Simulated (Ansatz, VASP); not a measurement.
## Two plane-wave programs on C

INCAR

```
SYSTEM = C
ALGO = Normal ; EDIFF = 1E-7
ENCUT = 520 ; GGA = CA
ISIF = 2 ; ISMEAR = 0
LASPH = .True. ; LCHARG = .False.
LREAL = .False. ; LWAVE = .False.
NBANDS = 11 ; NELM = 100
PREC = Accurate ; SIGMA = 0.05
```

KPOINTS

```
k-points
0
Gamma
  12 12 12
  0 0 0
```

POSCAR

```
C
1.0
    0.2237658205      1.9020094744      1.9020094744
    1.9020094744      0.2237658205      1.9020094744
    1.9020094744      1.9020094744      0.2237658205
C
2
Direct
    0.5000000000      0.5000000000      0.5000000000
    0.7500000000      0.7500000000      0.7500000000
```

Input for Ansatz:

```yaml
crystal:
  lattice:
    - [0.2237658205, 1.9020094744, 1.9020094744]
    - [1.9020094744, 0.2237658205, 1.9020094744]
    - [1.9020094744, 1.9020094744, 0.2237658205]
  atoms:
    - { symbol: C, position: [0.5, 0.5, 0.5] }
    - { symbol: C, position: [0.75, 0.75, 0.75] }
kpoints:
  mp_grid: { grid: [12, 12, 12] }
hamiltonian:
  xc: lda
  pseudopotentials: { kind: paw, source: jth }
scf:
  occupations: { method: gaussian, width: 0.05 }
output:
  forces: true
  eigenvalues: true
  stress: true
```

Alike in both runs: task single point; functional LDA; k mesh 12 × 12 × 12; occupations gaussian, width 0.05 eV; no spin polarisation.

|  | VASP | Ansatz |
| --- | --- | --- |
| version | VASP 6.6.1 | Ansatz 0.2.0 |
| potentials or method | VASP PAW LDA potentials, release 64 (C) | scalar-relativistic, plane waves, PAW |
| plane-wave cutoff (eV) | 520 | 780 |
| valence electrons in the cell | 8 | 8 |

|  | VASP | Ansatz | Ansatz less VASP |
| --- | --- | --- | --- |
| gap on the k mesh at the Fermi level (eV) | 0.61 | 0.61 | +0.002 |
| pressure (GPa) | 4.9 | 2.6 | -2.36 |
| traceless stress, the component that is largest in VASP (GPa) | -61.44 | -61.12 | +0.327 |
| rms of the force components (eV/Å) | 0.603 | 0.641 | +0.0373 |

LDA's correlation is that of Perdew and Zunger in VASP and of Perdew and Wang (1992) in Ansatz. Atom by atom the forces differ by 0.037 eV/Å (rms over components). Ansatz's warnings: radial quadrature taken.
